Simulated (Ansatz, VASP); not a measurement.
## SiW6: VASP beside Ansatz

Contents of INCAR:

```
SYSTEM = SiW6
ALGO     = Normal         ! electronic algorithm
DIPOL    = 0.5 0.5 0.323
EDIFF    = 1E-7           ! SCF threshold, eV
ENCUT    = 520            ! plane-wave cutoff, eV
GGA      = PE             ! functional
IDIPOL   = 3            
ISIF     = 2              ! what is computed and relaxed
ISMEAR   = 0              ! smearing method
IVDW     = 12             ! dispersion correction
LASPH    = .TRUE.         ! aspherical terms in the spheres
LCHARG   = .TRUE.         ! write CHGCAR
LDIPOL   = .TRUE.       
LELF     = .TRUE.         ! ELF
LREAL    = .FALSE.        ! projectors in reciprocal space
LVACPOTAV= .TRUE.       
LVHAR    = .TRUE.       
LWAVE    = .FALSE.        ! write WAVECAR
NBANDS   = 53             ! bands
NELM     = 60             ! most SCF steps
PREC     = Accurate       ! precision mode
SIGMA    = 0.1            ! smearing width, eV
```

File KPOINTS:

```
k-points
0
G
  6 6 1
  0 0 0
```

The input POSCAR:

```
SiW6
1.0
    4.4682526257      0.0000000000      0.0000000000
   -2.2341263128      3.8696202844      0.0000000000
    0.0000000000      0.0000000000     21.6259061357
W Si
6 1
Direct
    0.6666666667      0.3333333333      0.1849633479
    0.3333333333      0.6666666667      0.2271386095
    0.0000000000      0.0000000000      0.2693138710
    0.6666666667      0.3333333333      0.3085097946
    0.3333333333      0.6666666667      0.3483008428
    0.0000000000      0.0000000000      0.3849968683
    0.1111111111      0.4444444444      0.5375916303
```

Input for Ansatz:

```yaml
crystal:
  lattice:
    - [4.4682526257, 0.0, 0.0]
    - [-2.2341263128, 3.8696202844, 0.0]
    - [0.0, 0.0, 21.6259061357]
  atoms:
    - { symbol: W, position: [0.6666666667, 0.3333333333, 0.1849633479] }
    - { symbol: W, position: [0.3333333333, 0.6666666667, 0.2271386095] }
    - { symbol: W, position: [0.0, 0.0, 0.269313871] }
    - { symbol: W, position: [0.6666666667, 0.3333333333, 0.3085097946] }
    - { symbol: W, position: [0.3333333333, 0.6666666667, 0.3483008428] }
    - { symbol: W, position: [0.0, 0.0, 0.3849968683] }
    - { symbol: Si, position: [0.1111111111, 0.4444444444, 0.5375916303] }
basis:
  ecutwfc: 420
kpoints:
  mp_grid: { grid: [6, 6, 1] }
hamiltonian:
  xc: pbe
  pseudopotentials: { kind: paw, azcp: { folder: soft_1 } }
  dispersion: d3bj
scf:
  occupations: { method: gaussian, width: 0.1 }
output:
  forces: true
  eigenvalues: true
efield:
  axis: 3
  dipole_correction: true
  ramp_width: 0.04
```

Alike in both runs: task single point; functional PBE; dispersion D3(BJ); k mesh 6 × 6 × 1; occupations gaussian, width 0.1 eV; no spin polarisation.

```csv
,VASP,Ansatz
version,VASP 6.6.1,Ansatz 0.2.0
potentials or method,"VASP PAW PBE potentials, release 64 (W_sv, Si), cutoff 520 eV","scalar-relativistic, plane waves, PAW"
valence electrons in the cell,88,88
```

Ansatz gave:

```
gap on the k mesh at the Fermi level (eV)  : none
rms of the force components (eV/Å)         : 1.699
work function, face that differs most (eV) : 3.94
```

Task: Estimate VASP's values.

Result: gap on the k mesh at the Fermi level (eV): none; rms of the force components (eV/Å): 1.710; work function, face that differs most (eV): 3.94.

Atom by atom the forces differ by 0.021 eV/Å (rms over components). A gap of «none» marks a metal or a gap that the smearing closes. Ansatz's warnings: dispersion switch in reach, vacuum below fermi.

Spin-orbit coupling is off throughout.
